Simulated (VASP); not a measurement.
**BN: single point with PBE**

Crystal: BN.

```
B N
1.0
     0.00000    1.80483    1.80483
     1.80483    0.00000    1.80483
     1.80483    1.80483    0.00000
B N
1 1
Direct
  0.00000 0.00000 0.00000
  0.25000 0.25000 0.25000
```

- Program: VASP 6.6.1
- Task: single point
- Functional: PBE
- Potentials or basis: VASP PAW PBE potentials, release 64 (B, N)
- Cutoff: 520 eV
- k mesh: 6 × 6 × 6
- Occupations: gaussian, width 0.01 eV
- Spin: no spin polarisation

| Quantity | Value |
| --- | --- |
| Pressure | 5.1 GPa |
| Band gap on the k mesh | 4.46 eV (least direct gap 8.84 eV) |

Levels at points of the mesh, in eV from the valence-band top:
```tsv
k point	band 1	band 2	band 3	band 4	band 5	band 6	band 7	band 8	band 9
(0.00, 0.00, 0.00)	-20.28	0.00	0.00	0.00	8.84	8.84	8.84	10.42	24.83
(0.50, 0.00, 0.00)	-16.04	-10.73	-1.95	-1.95	10.20	10.73	10.73	15.30	23.52
(0.50, 0.50, 0.00)	-14.67	-8.95	-4.93	-4.93	4.46	9.25	17.99	17.99	20.86
```

Wall time 3.7 s on 1 thread of Intel(R) Xeon(R) Platinum 8259CL CPU @ 2.50GHz (Skylake/Cascade Lake) (shared host), peak memory 0.11 GiB.

Caveat: the k points lie up to 0.50 Å⁻¹ apart. A k mesh can miss the band edges.
